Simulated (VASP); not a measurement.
Al: single point with PBEsol

Crystal: Al.

```
Al
1.0
     3.04920    0.00000    0.00000
    -1.52460    2.64068    0.00000
     0.00000    0.00000    4.71250
Al
2
Direct
  0.66667 0.33333 0.75000
  0.33333 0.66667 0.25000
```

This isn't the form of Al at room conditions, which is fcc.

- Program: VASP 6.6.1
- Task: single point
- Functional: PBEsol
- Potentials or basis: VASP PAW PBE potentials, release 64 (Al)
- Cutoff: 520 eV
- k mesh: 18 × 18 × 10
- Occupations: gaussian, width 0.15 eV
- Spin: no spin polarisation

```
Pressure               : -8.2 GPa
Band gap on the k mesh : zero (bands 3 and 4 overlap by 7.72 eV)
```

Stress tensor (GPa, compression positive):
```
-8.91  0.00  0.00
 0.00 -8.91  0.00
 0.00  0.00 -6.73
```

Levels at points of the mesh, in eV from the Fermi level:
| k point | band 1 | band 2 | band 3 | band 4 | band 5 | band 6 |
| --- | --- | --- | --- | --- | --- | --- |
| (0.00, 0.00, 0.00) | -10.17 | -3.74 | -3.52 | 8.65 | 8.65 | 9.57 |
| (0.50, 0.00, 0.00) | -5.18 | -4.72 | 0.69 | 1.43 | 1.78 | 1.79 |
| (0.00, 0.00, 0.50) | -8.51 | -8.51 | 4.17 | 4.17 | 10.04 | 10.04 |
| (0.50, 0.00, 0.50) | -3.60 | -3.60 | -3.07 | -3.07 | 5.89 | 5.89 |

It took 18 s on 1 thread of Intel(R) Xeon(R) 6975P-C (Granite Rapids) (shared host), peak memory 0.19 GiB.

Caveat: the cell stands under tension; the PAW data sets were made with another functional, which shifts forces and pressure a little.
